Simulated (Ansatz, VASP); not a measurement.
## One calculation of Al3GaN4, two programs

INCAR

```
PREC = Accurate
ENCUT = 520
EDIFF = 1E-6
ISMEAR = 0
SIGMA = 0.05
LREAL = F
LASPH = T
NELM = 80
ALGO = Normal
ISIF = 2
LWAVE = F
LCHARG = T
GGA = PS
LELF = T
LVHAR = T
NBANDS = 31
```

File KPOINTS:

```
regular mesh
0
Gamma
  6 6 6
```

File POSCAR:

```
Al3GaN4
1.0
    4.3063235187      0.0000000000      0.0000000000
    0.0000000000      4.3063235187      0.0000000000
    0.0000000000      0.0000000000      4.8618392526
Al Ga N
3 1 4
Direct
    0.5000000000      0.5000000000      0.0000000000
    0.5000000000      0.0000000000      0.5000000000
    0.0000000000      0.5000000000      0.5000000000
    0.0000000000      0.0000000000      0.0000000000
    0.7447140287      0.7447140287      0.2552859713
    0.7447140287      0.2552859713      0.7447140287
    0.2552859713      0.7447140287      0.7447140287
    0.2552859713      0.2552859713      0.2552859713
```

Input for Ansatz:

```yaml
crystal:
  lattice:
    - [4.3063235187, 0.0, 0.0]
    - [0.0, 4.3063235187, 0.0]
    - [0.0, 0.0, 4.8618392526]
  atoms:
    - { symbol: Al, position: [0.5, 0.5, 0.0] }
    - { symbol: Al, position: [0.5, 0.0, 0.5] }
    - { symbol: Al, position: [0.0, 0.5, 0.5] }
    - { symbol: Ga, position: [0.0, 0.0, 0.0] }
    - { symbol: "N", position: [0.7447140287, 0.7447140287, 0.2552859713] }
    - { symbol: "N", position: [0.7447140287, 0.2552859713, 0.7447140287] }
    - { symbol: "N", position: [0.2552859713, 0.7447140287, 0.7447140287] }
    - { symbol: "N", position: [0.2552859713, 0.2552859713, 0.2552859713] }
basis:
  ecutwfc: 520.0
kpoints:
  mp_grid: { grid: [6, 6, 6] }
hamiltonian:
  xc: pbesol
scf:
  occupations: { method: gaussian, width: 0.05 }
output:
  forces: true
  stress: true
  eigenvalues: true
  write_density: true
  write_potential: true
  elf: true
  volumetric_format: npy
```

Alike in both runs: task single point; functional PBEsol; k mesh 6 × 6 × 6; occupations gaussian, width 0.05 eV; no spin polarisation.

```csv
,VASP,Ansatz
version,VASP 6.6.1,Ansatz 0.2.0
potentials or method,"VASP PAW PBE potentials, release 64 (Al, Ga_d, N), cutoff 520 eV","scalar-relativistic, plane waves, PAW"
valence electrons in the cell,42,42
```

```tsv
	VASP	Ansatz	Ansatz less VASP
gap on the k mesh at the Fermi level (eV)	2.65	2.64	-0.012
least direct gap on the mesh (eV)	2.70	2.69	-0.012
pressure (GPa)	-10.1	-10.1	+0.09
traceless stress, the component that is largest in VASP (GPa)	-14.56	-14.52	+0.040
rms of the force components (eV/Å)	0.040	0.040	0.0000
```

VASP's potentials were made for PBE, not for PBEsol. Atom by atom the forces differ by 0.000 eV/Å (rms over components).
